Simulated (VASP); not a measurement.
Here is a VASP 6.6.1 calculation.

The input INCAR:

```
PREC     = Accurate       # precision mode
ENCUT    = 520            # plane-wave cutoff, eV
EDIFF    = 1E-6           # SCF threshold, eV
ISMEAR   = 0              # smearing method
SIGMA    = 0.02           # smearing width, eV
LREAL    = False          # projectors in reciprocal space
LASPH    = True           # aspherical terms in the spheres
NELM     = 150            # most SCF steps
ALGO     = Normal         # electronic algorithm
ISIF     = 2              # what is computed and relaxed
LWAVE    = False          # write WAVECAR
LCHARG   = True           # write CHGCAR
ISPIN    = 2              # spin polarisation
MAGMOM   = 3 0            # initial moments
LORBIT   = 11             # projections on sites
LMAXMIX  = 4              # l up to which the mixer works
LDAU     = True           # DFT+U
LDAUTYPE = 2            
LDAUL    = 2 -1           # shell
LDAUU    = 3.32 0         # U, eV
LDAUJ    = 0 0          
LDAUPRINT= 1            
GGA      = PE             # functional
LELF     = True           # ELF
LVHAR    = True         
NBANDS   = 18             # bands
```

File KPOINTS:

```
regular mesh
0
Gamma
  10 10 10
```

The input POSCAR:

```
CoO
1.0
    2.8122022859      0.0000000000      0.0000000000
    0.0000000000      2.8122022859      0.0000000000
    0.0000000000      0.0000000000      2.8122022859
Co O
1 1
Direct
    0.0000000000      0.0000000000      0.0000000000
    0.5000000000      0.5000000000      0.5000000000
```

Potentials or basis: VASP PAW PBE potentials, release 64 (Co, O).

Launch:

```bash
$ cat potpaw_PBE.64/Co/POTCAR potpaw_PBE.64/O/POTCAR > POTCAR
$ mpirun -np 1 vasp_std > vasp.out
```

Question: What does it give for the pressure?

Answer: -22.3 GPa.

Question: What does it give for the net moment?

Answer: 3.00 μB per cell.

Question: Predict the site moments.

Answer: Co +2.71; O +0.24 μB.

Eigenvalues of the final occupation matrices:
| site | spin | trace | eigenvalues |
| --- | --- | --- | --- |
| site 1 d | 1 | 4.86 | 0.96 0.96 0.98 0.98 0.98 |
| site 1 d | 2 | 2.17 | 0.09 0.09 0.09 0.95 0.95 |

Caveat: the cell stands under tension; a cell with one magnetic atom can't hold antiferromagnetic order, which such compounds often take. The state reached can hang on the start; a lower one may exist.
